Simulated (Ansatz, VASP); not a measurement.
**Te: VASP beside Ansatz**

```
Te
1.0
     5.16021    0.00000    0.00000
    -2.58011    4.46888    0.00000
     0.00000    0.00000    6.14473
Te
4
Direct
  0.00000 0.00000 0.25000
  0.00000 0.00000 0.75000
  0.33333 0.66667 0.75000
  0.66667 0.33333 0.25000
```

Alike in both runs: functional PBEsol; k mesh 12 × 12 × 8; occupations gaussian, width 0.1 eV; no spin polarisation.

Ansatz relaxed the structure, and its values are those at the end. VASP's run is a single point on that final structure, the one shown.

|  | VASP | Ansatz |
| --- | --- | --- |
| version | VASP 6.6.1 | Ansatz 0.2.0 |
| potentials or method | VASP PAW PBE potentials, release 64 (Te), cutoff 520 eV | scalar-relativistic, plane waves, PAW |
| valence electrons in the cell | 24 | 64 |

```tsv
	VASP	Ansatz	Ansatz less VASP
gap on the k mesh at the Fermi level (eV)	none	none	-
pressure (GPa)	0.0	0.0	-0.03
```

VASP's potentials were made for PBE, not for PBEsol. A gap of «none» marks a metal or a gap that the smearing closes. The functional is the same, so the differences come from potentials, cutoffs and numerics. VASP's potentials hold 24 valence electrons a cell and Ansatz's 64, so a difference there can come from the potentials and not from the codes.

Neither program's run includes spin-orbit coupling.
